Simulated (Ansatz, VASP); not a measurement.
ZnS in VASP and in Ansatz

```
Zn S
1.0
     3.76372    0.00000    0.00000
    -1.88186    3.25947    0.00000
     0.00000    0.00000    6.58086
Zn S
2 2
Direct
  0.33333 0.66667 0.00520
  0.66667 0.33333 0.50520
  0.33333 0.66667 0.41946
  0.66667 0.33333 0.91946
```

Alike in both runs: task single point; functional PBE; k mesh 9 × 9 × 4; occupations gaussian, width 0.05 eV; no spin polarisation.

```csv
,VASP,Ansatz
version,VASP 6.6.1,Ansatz 0.2.0
potentials or method,"VASP PAW PBE potentials, release 64 (Zn, S), cutoff 520 eV","scalar-relativistic, plane waves, PAW"
valence electrons in the cell,36,36
```

```csv
,VASP,Ansatz,Ansatz less VASP
gap on the k mesh at the Fermi level (eV),2.28,2.28,-0.005
least direct gap on the mesh (eV),2.28,2.28,-0.005
pressure (GPa),4.1,3.9,-0.17
"traceless stress, the component that is largest in VASP (GPa)",-6.99,-6.88,+0.113
rms of the force components (eV/Å),0.442,0.435,-0.0068
```

Atom by atom the forces differ by 0.007 eV/Å (rms over components). The functional is the same, so the differences come from potentials, cutoffs and numerics.
